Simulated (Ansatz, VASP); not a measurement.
# Ga in VASP and in Ansatz

```
Ga
1.0
    -2.86523    2.51674    1.28107
     2.51674   -2.86523    1.28107
     2.56815    2.56815   -1.91932
Ga
2
Direct
  0.99167 0.00833 0.00000
  0.75833 0.24167 0.50000
```

Alike in both runs: task single point; functional LDA; k mesh 17 × 17 × 11; occupations fermi-dirac, width 0.1 eV; no spin polarisation.

|  | VASP | Ansatz |
| --- | --- | --- |
| version | VASP 6.6.1 | Ansatz 0.2.0 |
| potentials or method | VASP PAW LDA potentials, release 64 (Ga_d), cutoff 520 eV | plane waves (420 eV) with PAW, scalar-relativistic |
| valence electrons in the cell | 26 | 26 |

```tsv
	VASP	Ansatz	Ansatz less VASP
pressure (GPa)	7.4	7.1	-0.36
traceless stress, the component that is largest in VASP (GPa)	1.39	1.36	-0.039
```

Ansatz warns that its potentials were made for another functional, while VASP's fit it. LDA's correlation is that of Perdew and Zunger in VASP and of Perdew and Wang (1992) in Ansatz.
